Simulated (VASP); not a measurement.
Set up this calculation in VASP 6.6.1, as the native input.

```yaml
Task: single point
Functional: LDA
Potentials_or_basis: VASP PAW LDA potentials, release 64 (K_sv, F)
Cutoff: 520 eV
k_mesh: 8 × 8 × 8
Occupations: gaussian, width 0.05 eV
Spin: no spin polarisation
Dipole_correction: no
Further_INCAR_settings: ALGO = Normal; EDIFF = 1e-07; NBANDS = 15
```

The structure of KF lies in POSCAR:

```
KF
1.0
   -0.0280875805      2.6216841613      2.6216841613
    2.6216841613     -0.0280875805      2.6216841613
    2.6216841613      2.6216841613     -0.0280875805
K F
1 1
Direct
    0.0000000000      0.0000000000      0.0000000000
    0.5000000000      0.5000000000      0.5000000000
```

The input as run:

INCAR

```
ALGO = Normal ; EDIFF = 1E-7
ENCUT = 520 ; ISIF = 2
ISMEAR = 0 ; LASPH = True
LCHARG = False ; LREAL = False
LWAVE = False ; NBANDS = 15
NELM = 100 ; PREC = Accurate
SIGMA = 0.05
```

KPOINTS

```
k-points
0
Gamma
  8 8 8
```

Potentials or basis: VASP PAW LDA potentials, release 64 (K_sv, F).

Run with:

```console
$ cat potpaw_LDA.64/K_sv/POTCAR potpaw_LDA.64/F/POTCAR > POTCAR
$ mpirun -np 1 vasp_std > vasp.out
```

It gave:

```
Pressure               : -2.2 GPa
Band gap on the k mesh : 5.99 eV, direct
```

Wall time 26 s on 1 thread of Intel(R) Xeon(R) Platinum 8259CL CPU @ 2.50GHz (Skylake/Cascade Lake), with other jobs on the host, peak memory 0.16 GiB.
